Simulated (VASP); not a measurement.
Wanted: the native input for a VASP 6.6.1 run.

```
Task                   : single point
Functional             : PBE
Potentials or basis    : VASP PAW PBE potentials, release 64 (Si, C)
Cutoff                 : 520 eV
k mesh                 : 12 × 12 × 6
Occupations            : gaussian, width 0.02 eV
Spin                   : no spin polarisation
Dipole correction      : no
Further INCAR settings : ALGO = Normal; EDIFF = 1e-07; NBANDS = 16
```

The structure of SiC lies in POSCAR:

```
SiC
1.0
    3.1537752455      0.0000000000      0.0000000000
   -1.5768876227      2.7312494804      0.0000000000
    0.0000000000      0.0000000000      5.0560862986
Si C
2 2
Direct
    0.3333333333      0.6666666667      0.4984726701
    0.6666666667      0.3333333333      0.9984726701
    0.3333333333      0.6666666667      0.8765273299
    0.6666666667      0.3333333333      0.3765273299
```

The input as run:

INCAR

```
PREC = Accurate
ENCUT = 520
EDIFF = 1E-7
ISMEAR = 0
SIGMA = 0.02
LREAL = F
LASPH = T
NELM = 80
ALGO = Normal
ISIF = 2
LWAVE = F
LCHARG = T
GGA = PE
LELF = T
LVHAR = T
NBANDS = 16
```

KPOINTS

```
Automatic mesh
0
Gamma
  12 12 6
```

Potentials or basis: VASP PAW PBE potentials, release 64 (Si, C).

Launch:

```sh
$ cat potpaw_PBE.64/Si/POTCAR potpaw_PBE.64/C/POTCAR > POTCAR
$ mpirun -np 1 vasp_std > vasp.out
```

It gave:

- Pressure: -7.2 GPa
- Band gap on the k mesh: 2.44 eV, indirect (least direct gap 3.68 eV)

Wall time 16 s on 1 thread of Intel(R) Xeon(R) 6975P-C (Granite Rapids), on a shared host, peak memory 0.18 GiB.
